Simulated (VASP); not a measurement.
# CdSe: elastic constants with PBEsol

CdSe:

```xyz
2
Lattice="0.0000 3.0413 3.0413 3.0413 0.0000 3.0413 3.0413 3.0413 0.0000" Properties=species:S:1:pos:R:3 pbc="T T T"
Cd    0.0000    0.0000    0.0000
Se    4.5620    4.5620    4.5620
```

| Quantity | Value |
| --- | --- |
| Program | VASP 6.6.1 |
| Task | elastic constants |
| Functional | PBEsol |
| Potentials or basis | VASP PAW PBE potentials, release 64 (Cd, Se) |
| Cutoff | 600 eV |
| k mesh | 6 × 6 × 6 |
| Occupations | gaussian, width 0.01 eV |
| Spin | no spin polarisation |
| Dipole correction | no |
| Ions in elastic constants | relaxed |
| Further INCAR settings | ALGO = Normal; EDIFF = 1e-08; NBANDS = 16; IBRION = 6; POTIM = 0.015; NSW = 1; ISIF = 3 |

```json
{
  "Elastic constants C11, C12, C44": "65, 47, 22 GPa",
  "Voigt bulk modulus": "53 GPa",
  "Highest phonon frequency at Γ, LO-TO splitting left out": "169 cm⁻¹"
}
```

Phonon frequencies in cm⁻¹ (negative: imaginary):
```
              q point        frequencies
(0.000, 0.000, 0.000)  0 0 0 169 169 169
```

Elastic tensor in Voigt notation (GPa, in the Cartesian axes of the cell as first typed):
```
65 47 47  0  0  0
47 65 47  0  0  0
47 47 65  0  0  0
 0  0  0 22  0  0
 0  0  0  0 22  0
 0  0  0  0  0 22
```

Clamped-ion elastic tensor (GPa):
```
65 47 47  0  0  0
47 65 47  0  0  0
47 47 65  0  0  0
 0  0  0 46  0  0
 0  0  0  0 46  0
 0  0  0  0  0 46
```

Run time: 6.5 min on 1 thread of AMD EPYC 9R45 96-Core Processor (Zen 5) (shared host), peak memory 0.27 GiB.

Caveat: the PAW data sets were made with another functional, which shifts forces and pressure a little.
